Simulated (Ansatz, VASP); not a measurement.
One calculation of Al8N, two programs

INCAR

```
ALGO = Normal
DIPOL = 0.5 0.5 0.399
EDIFF = 1E-7
ENCUT = 520
GGA = PE
IDIPOL = 3
ISIF = 2
ISMEAR = 0
LASPH = True
LCHARG = False
LDIPOL = True
LREAL = False
LWAVE = False
NBANDS = 24
NELM = 100
PREC = Accurate
SIGMA = 0.1
```

File KPOINTS:

```
k-points
0
Gamma
  9 9 1
```

POSCAR

```
Al8N
1.0
    2.8543223330      0.0000000000      0.0000000000
   -1.4271611665      2.4719156510      0.0000000000
    0.0000000000      0.0000000000     33.4760593533
Al N
8 1
Direct
    0.3333333333      0.6666666667      0.1194883770
    0.0000000000      0.0000000000      0.1895622803
    0.6666666667      0.3333333333      0.2596361837
    0.0000000000      0.0000000000      0.3297100869
    0.3333333333      0.6666666667      0.3992195594
    0.0000000000      0.0000000000      0.4696536480
    0.6666666667      0.3333333333      0.5400996810
    0.0000000000      0.0000000000      0.6116627748
    0.1111111111     -0.1111111111      0.6734980099
```

Input for Ansatz:

```yaml
crystal:
  lattice:
    - [2.854322333, 0.0, 0.0]
    - [-1.4271611665, 2.471915651, 0.0]
    - [0.0, 0.0, 33.4760593533]
  atoms:
    - { symbol: Al, position: [0.3333333333, 0.6666666667, 0.119488377] }
    - { symbol: Al, position: [0.0, 0.0, 0.1895622803] }
    - { symbol: Al, position: [0.6666666667, 0.3333333333, 0.2596361837] }
    - { symbol: Al, position: [0.0, 0.0, 0.3297100869] }
    - { symbol: Al, position: [0.3333333333, 0.6666666667, 0.3992195594] }
    - { symbol: Al, position: [0.0, 0.0, 0.469653648] }
    - { symbol: Al, position: [0.6666666667, 0.3333333333, 0.540099681] }
    - { symbol: Al, position: [0.0, 0.0, 0.6116627748] }
    - { symbol: "N", position: [0.1111111111, -0.1111111111, 0.6734980099] }
basis:
  ecutwfc: 420
kpoints:
  mp_grid: { grid: [9, 9, 1] }
hamiltonian:
  xc: pbe
scf:
  occupations: { method: gaussian, width: 0.1 }
output:
  forces: true
  eigenvalues: true
efield:
  axis: 3
  dipole_correction: true
  ramp_width: 0.04
```

Alike in both runs: task single point; functional PBE; k mesh 9 × 9 × 1; occupations gaussian, width 0.1 eV; no spin polarisation.

|  | VASP | Ansatz |
| --- | --- | --- |
| version | VASP 6.6.1 | Ansatz 0.2.0 |
| potentials or method | VASP PAW PBE potentials, release 64 (Al, N), cutoff 520 eV | scalar-relativistic, plane waves, PAW |
| valence electrons in the cell | 29 | 29 |

VASP gave:

| Property | Result |
| --- | --- |
| gap on the k mesh at the Fermi level (eV) | none |
| rms of the force components (eV/Å) | 0.641 |

Q: What did Ansatz give for the same quantities?

A: gap on the k mesh at the Fermi level (eV): none; rms of the force components (eV/Å): 0.644.

Atom by atom the forces differ by 0.002 eV/Å (rms over components). A gap of «none» marks a metal or a gap that the smearing closes.
